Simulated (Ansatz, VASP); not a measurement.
NbTeN: VASP beside Ansatz

The input INCAR:

```
PREC = Accurate ; ENCUT = 520
EDIFF = 1E-6 ; ISMEAR = -1
SIGMA = 0.05 ; LREAL = False
LASPH = True ; NELM = 80
ALGO = Normal ; ISIF = 2
LWAVE = False ; LCHARG = True
GGA = PS ; LELF = True
LVHAR = True ; NBANDS = 33
```

File KPOINTS:

```
Automatic mesh
0
Gamma
  5 5 2
```

The input POSCAR:

```
NbTeN
1.0
    3.6774123698      0.0000000000      0.0000000000
    0.0000000000      3.6774123698      0.0000000000
    0.0000000000      0.0000000000      9.7941649347
Nb Te N
2 2 2
Direct
    0.5000000000      0.0000000000      0.1143750000
    0.0000000000      0.5000000000      0.8856250000
    0.5000000000      0.0000000000      0.6986270000
    0.0000000000      0.5000000000      0.3013730000
    0.5000000000      0.5000000000      0.0000000000
    0.0000000000      0.0000000000      0.0000000000
```

Input for Ansatz:

```yaml
crystal:
  lattice:
    - [3.6774123697936347, 0.0, 0.0]
    - [0.0, 3.6774123697936347, 0.0]
    - [0.0, 0.0, 9.794164934684522]
  atoms:
    - { symbol: Nb, position: [0.5, 0.0, 0.114375] }
    - { symbol: Nb, position: [0.0, 0.5, 0.885625] }
    - { symbol: Te, position: [0.5, 0.0, 0.698627] }
    - { symbol: Te, position: [0.0, 0.5, 0.301373] }
    - { symbol: "N", position: [0.5, 0.5, 0.0] }
    - { symbol: "N", position: [0.0, 0.0, 0.0] }
basis:
  ecutwfc: 630.0
kpoints:
  mp_grid:
    grid: [5, 5, 2]
hamiltonian:
  xc: pbesol
scf:
  max_iter: 200
  occupations:
    method: fermi_dirac
    width: 0.05
  eigensolver:
    kind: auto
    full_accuracy: true
output:
  stress: true
```

Alike in both runs: task single point; functional PBEsol; k mesh 5 × 5 × 2; occupations fermi-dirac, width 0.05 eV; no spin polarisation.

```csv
,VASP,Ansatz
version,VASP 6.6.1,Ansatz 0.2.0
potentials or method,"VASP PAW PBE potentials, release 64 (Nb_sv, Te, N), cutoff 520 eV","plane waves, PAW"
valence electrons in the cell,48,68
```

|  | VASP | Ansatz | Ansatz less VASP |
| --- | --- | --- | --- |
| pressure (GPa) | -13.6 | -13.5 | +0.08 |
| traceless stress, the component that is largest in VASP (GPa) | 2.05 | 2.04 | -0.020 |

VASP's potentials were made for PBE, not for PBEsol. VASP's potentials hold 48 valence electrons a cell and Ansatz's 68, so a difference there can come from the potentials and not from the codes.

Neither program's run includes spin-orbit coupling.
